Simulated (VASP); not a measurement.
NaAg (rocksalt type), 2 atoms in the cell. Symmetry: Fm-3m, No. 225, cubic system. The conventional cell has a = 5.765 Å, b = 5.765 Å, c = 5.765 Å, α = 90.00°, β = 90.00°, γ = 90.00°. Within 3.8 Å of Na (site symmetry m-3m) lie 6 Ag at 2.88 Å. Ag (site symmetry m-3m) has 6 Na at 2.88 Å within 3.8 Å. 

* Program: VASP 6.6.1
* Task: electric field gradients
* Functional: LDA
* Potentials or basis: VASP PAW LDA potentials, release 64 (Na_pv, Ag)
* Cutoff: 520 eV
* k mesh: 12 × 12 × 12
* Occupations: fermi-dirac, width 0.05 eV
* Spin: no spin polarisation
* Dipole correction: no
* Further INCAR settings: ALGO = Normal; EDIFF = 1e-08; NBANDS = 16

Potentials or basis: VASP PAW LDA potentials, release 64 (Na_pv, Ag).

Launch:

```sh
$ cat potpaw_LDA.64/Na_pv/POTCAR potpaw_LDA.64/Ag/POTCAR > POTCAR
$ mpirun -np 1 vasp_std > vasp.out
```

Hardware: 1 thread of AMD EPYC 7R13 Processor (Zen 3) (shared host).

Problem. Estimate the wall time of this run.

Solution. Run time: 41 s on 1 thread of AMD EPYC 7R13 Processor (Zen 3), on a shared host, peak memory 0.15 GiB. Counts: scf iterations 12, k points 72.
